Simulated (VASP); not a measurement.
# PbF2 in VASP: further runs

Aim: see how the results for PbF2 move with the level of theory and the settings. Levels: RPBE, BLYP, PBE. Tasks: single point.

Everything below comes from runs of VASP 6.6.1. Logs are shortened: lines on timing, memory, paths and dates and some standing lists are left out, and cuts for length are marked.

## (1) The cell of the first run

The structure is cubic, space group Fm-3m (No. 225). The conventional cell has a = 5.916 Å, b = 5.916 Å, c = 5.916 Å, α = 90.00°, β = 90.00°, γ = 90.00°. Within 3.4 Å of Pb (site symmetry m-3m) lie 8 F at 2.56 Å. F (site symmetry -43m) has 4 Pb at 2.56 Å and 6 F at 2.96 Å within 3.4 Å.

## (2) Single point, RPBE

Contents of INCAR:

```
SYSTEM = PbF2
  PREC = Accurate
  ENCUT = 520
  EDIFF = 1E-6
  ISMEAR = 0
  SIGMA = 0.1
  LREAL = .FALSE.
  LASPH = .TRUE.
  NELM = 100
  ALGO = Normal
  ISIF = 2
  LWAVE = .FALSE.
  LCHARG = .TRUE.
  GGA = RP
  LELF = .TRUE.
  LVHAR = .TRUE.
  NBANDS = 21
```

Contents of KPOINTS:

```
regular mesh
0
G
  4 4 4
  0 0 0
```

Contents of POSCAR:

```
PbF2
1.0
    0.0000000000      2.9579484323      2.9579484323
    2.9579484323      0.0000000000      2.9579484323
    2.9579484323      2.9579484323      0.0000000000
Pb F
1 2
Direct
    0.0000000000      0.0000000000      0.0000000000
    0.7500000000      0.7500000000      0.7500000000
    0.2500000000      0.2500000000      0.2500000000
```

Potentials or basis: VASP PAW PBE potentials, release 64 (Pb_d, F).

The run is started by

```sh
$ cat potpaw_PBE.64/Pb_d/POTCAR potpaw_PBE.64/F/POTCAR > POTCAR
$ mpirun -np 1 vasp_std > vasp.out
```

OUTCAR:

```text
SYSTEM = PbF2
   PREC = Accurate
   ENCUT = 520
   EDIFF = 1E-6
   ISMEAR = 0
   LREAL = .FALSE.
   LASPH = .TRUE.
   NELM = 100
   ISIF = 2
   GGA = RP

 ion  position               nearest neighbor table
   1  0.000  0.000  0.000-   2 2.56   3 2.56   2 2.56   2 2.56   3 2.56   2 2.56   3 2.56   3 2.56

   2  0.750  0.750  0.750-   1 2.56   1 2.56   1 2.56   1 2.56
   3  0.250  0.250  0.250-   1 2.56   1 2.56   1 2.56   1 2.56

  LATTYP: Found a face centered cubic cell.
 ALAT       =     5.9158968646

  Lattice vectors:

 A1 = (   0.0000000000,   2.9579484323,   2.9579484323)
 A2 = (   2.9579484323,   0.0000000000,   2.9579484323)
 A3 = (   2.9579484323,   2.9579484323,   0.0000000000)

Analysis of symmetry for initial positions (statically):
=====================================================================
 Subroutine PRICEL returns:
 Original cell was already a primitive cell.

 Routine SETGRP: Setting up the symmetry group for a
 face centered cubic supercell.

 Subroutine GETGRP returns: Found 48 space group operations
 (whereof 48 operations were pure point group operations)
 out of a pool of 48 trial point group operations.

The static configuration has the point symmetry O_h .

Analysis of symmetry for dynamics (positions and initial velocities):
=====================================================================
 Subroutine PRICEL returns:
 Original cell was already a primitive cell.

 Routine SETGRP: Setting up the symmetry group for a
 face centered cubic supercell.

 Subroutine GETGRP returns: Found 48 space group operations
 (whereof 48 operations were pure point group operations)
 out of a pool of 48 trial point group operations.

The dynamic configuration has the point symmetry O_h .

 Subroutine INISYM returns: Found 48 space group operations
 (whereof 48 operations are pure point group operations),
 and found     1 'primitive' translations

----------------------------------------------------------------------------------------

                                     Primitive cell

  volume of cell :      51.7609

  direct lattice vectors                    reciprocal lattice vectors
     0.000000000  2.957948432  2.957948432    -0.169036077  0.169036077  0.169036077
     2.957948432  0.000000000  2.957948432     0.169036077 -0.169036077  0.169036077
     2.957948432  2.957948432  0.000000000     0.169036077  0.169036077 -0.169036077

  length of vectors
     4.183170790  4.183170790  4.183170790     0.292779074  0.292779074  0.292779074

  position of ions in fractional coordinates (direct lattice)
     0.000000000  0.000000000  0.000000000
     0.750000000  0.750000000  0.750000000
     0.250000000  0.250000000  0.250000000

  ion indices of the primitive-cell ions
   primitive index   ion index
                 1           1
                 2           2
                 3           3

----------------------------------------------------------------------------------------

 KPOINTS: regular mesh

Automatic generation of k-mesh.
 Grid dimensions read from file:
 generate k-points for:    4    4    4

 Generating k-lattice:

  Cartesian coordinates                     Fractional coordinates (reciprocal lattice)
    -0.042259019  0.042259019  0.042259019     0.250000000  0.000000000  0.000000000
     0.042259019 -0.042259019  0.042259019     0.000000000  0.250000000  0.000000000
     0.042259019  0.042259019 -0.042259019     0.000000000  0.000000000  0.250000000

  Length of vectors
     0.073194769  0.073194769  0.073194769

  Shift w.r.t. Gamma in fractional coordinates (k-lattice)
     0.000000000  0.000000000  0.000000000

 Subroutine IBZKPT returns following result:
 ===========================================

 Found      8 irreducible k-points:

 Following reciprocal coordinates:
            Coordinates               Weight
  0.000000  0.000000  0.000000      1.000000
  0.250000  0.000000  0.000000      8.000000
  0.500000  0.000000  0.000000      4.000000
  0.250000  0.250000  0.000000      6.000000
  0.500000  0.250000  0.000000     24.000000
 -0.250000  0.250000  0.000000     12.000000
  0.500000  0.500000  0.000000      3.000000
 -0.250000  0.500000  0.250000      6.000000
   k-points           NKPTS =      8   k-points in BZ     NKDIM =      8   number of bands    NBANDS=     21
   number of dos      NEDOS =    301   number of ions     NIONS =      3
   total plane-waves  NPLWV =  32768
   dimension x,y,z NGX =    32 NGY =   32 NGZ =   32
   dimension x,y,z NGXF=    64 NGYF=   64 NGZF=   64
   ions per type =               1   2
   NGX,Y,Z   is equivalent  to a cutoff of  12.72, 12.72, 12.72 a.u.
   NGXF,Y,Z  is equivalent  to a cutoff of  25.43, 25.43, 25.43 a.u.
 SYSTEM =  PbF2
   PREC   = accura    normal or accurate (medium, high low for compatibility)
   ISTART =      0    job   : 0-new  1-cont  2-samecut
   ICHARG =      2    charge: 1-file 2-atom 10-const
   ISPIN  =      1    spin polarized calculation?
   LNONCOLLINEAR =      F non collinear calculations
   LSORBIT =      F    spin-orbit coupling
   LASPH  =      T    aspherical Exc in radial PAW
   ENCUT  =  520.0 eV  38.22 Ry    6.18 a.u.   7.78  7.78  7.78*2*pi/ulx,y,z
   NELM   =    100;   NELMIN=  2; NELMDL= -5     # of ELM steps
   EDIFF  = 0.1E-05   stopping-criterion for ELM
   LREAL  =      F    real-space projection
   EDIFFG = 0.1E-04   stopping-criterion for IOM
   NSW    =      0    number of steps for IOM
   IBRION =     -1    ionic relax: 0-MD 1-quasi-New 2-CG
   NFREE  =      0    steps in history (QN), initial steepest desc. (CG)
   ISIF   =      2    stress and relaxation
   ISYM   =      2    0-nonsym 1-usesym 2-fastsym
   POTIM  = 0.5000    time-step for ionic-motion
   TEBEG  =    0.0;   TEEND  =   0.0 temperature during run
   PSTRESS=    0.0 pullay stress
   NELECT =      28.0000    total number of electrons
   NUPDOWN=      -1.0000    fix difference up-down
   EMIN   =  10.00;   EMAX   =-10.00  energy-range for DOS
   EFERMI =   0.00;   METHOD = LEGACY
   ISMEAR =     0;   SIGMA  =   0.10  broadening in eV -4-tet -1-fermi 0-gaus
   EFERMI_NEDOS =   21; number of points for ismear=-14 and -15
   IALGO  =     38    algorithm
   IMIX   =      4    mixing-type and parameters
     AMIX     =   0.40;   BMIX     =  1.00
     AMIX_MAG =   1.60;   BMIX_MAG =  1.00
  volume/ion in A,a.u.               =      17.25       116.43
  Fermi-wavevector in a.u.,A,eV,Ry     =   1.333911  2.520727 24.209105  1.779319
  Thomas-Fermi vector in A             =   2.462733
   LORBIT       =      0    0 simple, 1 ext, 2 COOP (PROOUT), +10 PAW based schemes
   GGA     = RP    functional components
   LHFCALC =     F    Hartree Fock is set to
   AEXX    =    0.0000 exact exchange contribution
   IVDW    =     0    specifies the selected vdW correction
   LEPSILON=     F    determine dielectric tensor
   LRPA    =     F    only Hartree local field effects (RPA)
 non-spin polarized calculation
 Gauss-broadening in eV      SIGMA  =   0.10
  energy-cutoff  :      520.00
  volume of cell :       51.76
 maximum number of plane-waves:      1411
   NGX = 15   NGY = 15   NGZ = 15

 number of electron      28.0000001 magnetization

 Free energy of the ion-electron system (eV)
  ---------------------------------------------------
  ext. energy  EPLUGINS =         0.00000000
  ---------------------------------------------------
  free energy    TOTEN  =       -13.45789640 eV

  energy without entropy =      -13.45789640  energy(sigma->0) =      -13.45789640

 E-fermi :   2.6984     XC(G=0):  -9.0766

 val. band max:        2.1559758407   @ k =  -0.2500   0.5000   0.2500
 cond. band min:       6.7015711782   @ k =   0.5000   0.5000   0.0000
 fundamental gap:      4.5455953375
 Fermi energy:         2.6983997169

 k-point     1 :       0.0000    0.0000    0.0000
  band No.  band energies     occupation
      1     -19.0980      2.00000
      2     -18.4839      2.00000
      3     -12.3862      2.00000
      4     -12.3862      2.00000
      5     -12.3862      2.00000
      6     -12.3362      2.00000
[... 13 lines left out ...]
     20      17.5192      0.00000
     21      19.9010      0.00000

 k-point     2 :       0.2500    0.0000    0.0000
  band No.  band energies     occupation
      1     -18.9896      2.00000
      2     -18.5814      2.00000
      3     -12.3716      2.00000
      4     -12.3716      2.00000
      5     -12.3292      2.00000
      6     -12.3292      2.00000
[... 13 lines left out ...]
     20      16.5569      0.00000
     21      18.1011      0.00000

 k-point     3 :       0.5000    0.0000    0.0000
  band No.  band energies     occupation
      1     -18.8141      2.00000
      2     -18.7418      2.00000
      3     -12.3731      2.00000
      4     -12.3731      2.00000
      5     -12.3057      2.00000
      6     -12.3057      2.00000
[... 13 lines left out ...]
     20      16.1641      0.00000
     21      16.6475      0.00000

 k-point     4 :       0.2500    0.2500    0.0000
  band No.  band energies     occupation
      1     -18.9622      2.00000
      2     -18.6026      2.00000
      3     -12.3527      2.00000
      4     -12.3433      2.00000
      5     -12.3433      2.00000
      6     -12.3242      2.00000
[... 13 lines left out ...]
     20      18.0630      0.00000
     21      18.0703      0.00000

 k-point     5 :       0.5000    0.2500    0.0000
  band No.  band energies     occupation
      1     -18.8254      2.00000
      2     -18.7210      2.00000
      3     -12.3591      2.00000
      4     -12.3399      2.00000
      5     -12.3054      2.00000
      6     -12.2851      2.00000
[... 13 lines left out ...]
     20      18.0030      0.00000
     21      18.9254      0.00000

 k-point     6 :      -0.2500    0.2500    0.0000
  band No.  band energies     occupation
      1     -18.8671      2.00000
      2     -18.6865      2.00000
      3     -12.3526      2.00000
      4     -12.3399      2.00000
      5     -12.3390      2.00000
      6     -12.2759      2.00000
[... 13 lines left out ...]
     20      17.8431      0.00000
     21      19.4515      0.00000

 k-point     7 :       0.5000    0.5000    0.0000
  band No.  band energies     occupation
      1     -18.8211      2.00000
      2     -18.7152      2.00000
      3     -12.3715      2.00000
      4     -12.3123      2.00000
      5     -12.2990      2.00000
      6     -12.2990      2.00000
[... 13 lines left out ...]
     20      19.0248      0.00000
     21      19.6901      0.00000

 k-point     8 :      -0.2500    0.5000    0.2500
  band No.  band energies     occupation
      1     -18.7687      2.00000
      2     -18.7687      2.00000
      3     -12.3562      2.00000
      4     -12.3265      2.00000
      5     -12.2990      2.00000
      6     -12.2298      2.00000
[... 13 lines left out ...]
     20      18.5359      0.00000
     21      18.5359      0.00000

------------------------ aborting loop because EDIFF is reached ----------------------------------------

  FORCE on cell =-STRESS in cart. coord.  units (eV):
  Direction    XX          YY          ZZ          XY          YZ          ZX
  --------------------------------------------------------------------------------------
  -------------------------------------------------------------------------------------
  Total        2.0129824      2.0129824      2.0129824      0.0000000      0.0000000     -0.0000000
  in kB       62.3087129     62.3087129     62.3087129      0.0000000      0.0000000     -0.0000000
  external PRESSURE =      62.3087129 kB  Pullay stress =       0.0000000 kB

 VOLUME and BASIS-vectors are now :
 -----------------------------------------------------------------------------
  energy-cutoff  :      520.00
  volume of cell :       51.76
      direct lattice vectors                 reciprocal lattice vectors
     0.000000000  2.957948432  2.957948432    -0.169036077  0.169036077  0.169036077
     2.957948432  0.000000000  2.957948432     0.169036077 -0.169036077  0.169036077
     2.957948432  2.957948432  0.000000000     0.169036077  0.169036077 -0.169036077

 POSITION                                       TOTAL-FORCE (eV/Angst)
 -----------------------------------------------------------------------------------
      0.00000      0.00000      0.00000         0.000000      0.000000      0.000000
      4.43692      4.43692      4.43692        -0.000000     -0.000000     -0.000000
      1.47897      1.47897      1.47897         0.000000      0.000000      0.000000
 -----------------------------------------------------------------------------------
    total drift:                                0.000000     -0.000000      0.000000

  FREE ENERGIE OF THE ION-ELECTRON SYSTEM (eV)
  ---------------------------------------------------
  free  energy   TOTEN  =       -13.4578963955 eV

  energy  without entropy=      -13.4578963955  energy(sigma->0) =      -13.45789640
```

Run time: 15 s. Hardware: 1 thread of Intel Xeon 6975P-C, shared host; peak memory 0.17 GiB.

What came out:

```
Free energy            : -13.4579 eV
Pressure               : 6.2 GPa
Band gap on the k mesh : 4.55 eV, indirect (least direct gap 4.69 eV)
```

Levels at points of the mesh, in eV from the valence-band top:
```
           k point  band 11  band 12  band 13  band 14  band 15  band 16  band 17  band 18
(0.00, 0.00, 0.00)    -2.50    -2.01    -2.01    -2.01     6.89     6.89     6.89    11.00
(0.50, 0.00, 0.00)    -2.70    -2.17    -2.17    -0.04     5.18     7.77     7.77    13.54
(0.50, 0.50, 0.00)    -1.59    -1.59    -1.59    -0.14     4.55     8.01     8.01     9.30
```

Caveat: the k points lie up to 0.46 Å⁻¹ apart; the PAW data sets were made with another functional, which shifts forces and pressure a little; spin-orbit coupling is left out, which moves the levels of the heavy elements.

## (3) Single point, BLYP

Contents of INCAR:

```
  PREC = Accurate
  ENCUT = 520
  EDIFF = 1E-6
  ISMEAR = 0
  SIGMA = 0.1
  LREAL = F
  LASPH = T
  NELM = 80
  ALGO = Normal
  ISIF = 2
  LWAVE = F
  LCHARG = F
  GGA = B5
  ALDAX = 1.0
  AGGAX = 1.0
  AGGAC = 1.0
  ALDAC = 0.0
  NBANDS = 21
```

Contents of KPOINTS:

```
regular mesh
0
Gamma
  4 4 4
```

POSCAR is that of step 2.

Potentials or basis: VASP PAW PBE potentials, release 64 (Pb_d, F).

The run is started by

```sh
$ cat potpaw_PBE.64/Pb_d/POTCAR potpaw_PBE.64/F/POTCAR > POTCAR
$ mpirun -np 1 vasp_std > vasp.out
```

Wall time 34 s (1 thread of Intel Xeon 6975P-C, shared host); peak memory 0.17 GiB.

It converged, with:

```yaml
Free_energy: -13.8071 eV
Pressure: 5.5 GPa
Band_gap_on_the_k_mesh: 4.49 eV, indirect (least direct gap 4.63 eV)
```

Levels at points of the mesh, in eV from the valence-band top:
| k point | band 11 | band 12 | band 13 | band 14 | band 15 | band 16 | band 17 | band 18 |
| --- | --- | --- | --- | --- | --- | --- | --- | --- |
| (0.00, 0.00, 0.00) | -2.51 | -2.02 | -2.02 | -2.02 | 6.80 | 6.80 | 6.80 | 10.78 |
| (0.50, 0.00, 0.00) | -2.72 | -2.18 | -2.18 | -0.04 | 5.07 | 7.71 | 7.71 | 13.34 |
| (0.50, 0.50, 0.00) | -1.60 | -1.60 | -1.60 | -0.14 | 4.49 | 7.94 | 7.94 | 9.05 |

Caveat: the k points lie up to 0.46 Å⁻¹ apart; the PAW data sets were made with another functional, which shifts forces and pressure a little; spin-orbit coupling is left out, which moves the levels of the heavy elements. A k mesh can miss the band edges.

## (4) Single point, PBE

Contents of INCAR:

```
  PREC = Accurate
  ENCUT = 520
  EDIFF = 1E-7
  ISMEAR = 0
  SIGMA = 0.1
  LREAL = F
  LASPH = T
  NELM = 80
  ALGO = Normal
  ISIF = 2
  LWAVE = F
  LCHARG = T
  GGA = PE
  LELF = T
  LVHAR = T
  NBANDS = 21
```

Contents of KPOINTS:

```
regular mesh
0
Gamma
  2 2 2
```

Contents of POSCAR:

```
PbF2
1.0
    0.0000000000      2.9579484323      2.9579484323
    2.9579484323      0.0000000000      2.9579484323
    2.9579484323      2.9579484323      0.0000000000
Pb F
1 2
Direct
    0.0000870043     -0.0190631250      0.0090756718
    0.7389880485      0.7567040376      0.7500754305
    0.2599876240      0.2437843836      0.2465939715
```

The run is started by

```sh
$ cat potpaw_PBE.64/Pb_d/POTCAR potpaw_PBE.64/F/POTCAR > POTCAR
$ mpirun -np 1 vasp_std > vasp.out
```

Wall time 18 s (1 thread of Intel Xeon 6975P-C, shared host); peak memory 0.17 GiB.

It converged, with:

* Free energy: -14.2419 eV
* Pressure: 3.6 GPa
* Largest force: 0.194 eV/Å
* Band gap on the k mesh: 4.33 eV, indirect (least direct gap 4.55 eV)

Forces on the atoms (eV/Å):
```
Pb   0.024 -0.034  0.058
F   -0.127  0.142  0.040
F    0.103 -0.107 -0.097
```

Stress tensor (GPa, compression positive):
```
 3.61 -0.30 -0.52
-0.30  3.61  0.47
-0.52  0.47  3.61
```

Levels at points of the mesh, in eV from the valence-band top:
```csv
k point,band 10,band 11,band 12,band 13,band 14,band 15,band 16,band 17,band 18,band 19
"(0.00, 0.00, 0.00)",-2.60,-2.59,-2.15,-2.06,-2.04,6.63,6.67,6.83,10.53,15.06
"(0.50, 0.00, 0.00)",-2.86,-2.80,-2.22,-2.20,0.00,5.02,7.55,7.64,13.11,13.58
"(0.00, 0.50, 0.00)",-2.86,-2.71,-2.32,-2.25,-0.17,4.90,7.48,7.77,13.11,13.55
"(0.00, 0.00, 0.50)",-2.90,-2.70,-2.30,-2.22,-0.13,4.92,7.45,7.80,13.11,13.50
"(0.50, 0.50, 0.50)",-2.90,-2.70,-2.31,-2.22,-0.13,4.92,7.45,7.80,13.11,13.50
"(0.50, 0.50, 0.00)",-3.67,-1.70,-1.66,-1.64,-0.22,4.33,7.81,7.88,8.85,14.13
"(0.00, 0.50, 0.50)",-3.65,-1.70,-1.68,-1.62,-0.22,4.34,7.76,7.92,8.86,14.13
"(0.50, 0.00, 0.50)",-3.65,-1.70,-1.67,-1.62,-0.22,4.34,7.76,7.92,8.86,14.14
```

Caveat: the k points lie up to 0.92 Å⁻¹ apart; spin-orbit coupling is left out, which moves the levels of the heavy elements.

[end of part 1 of 2]
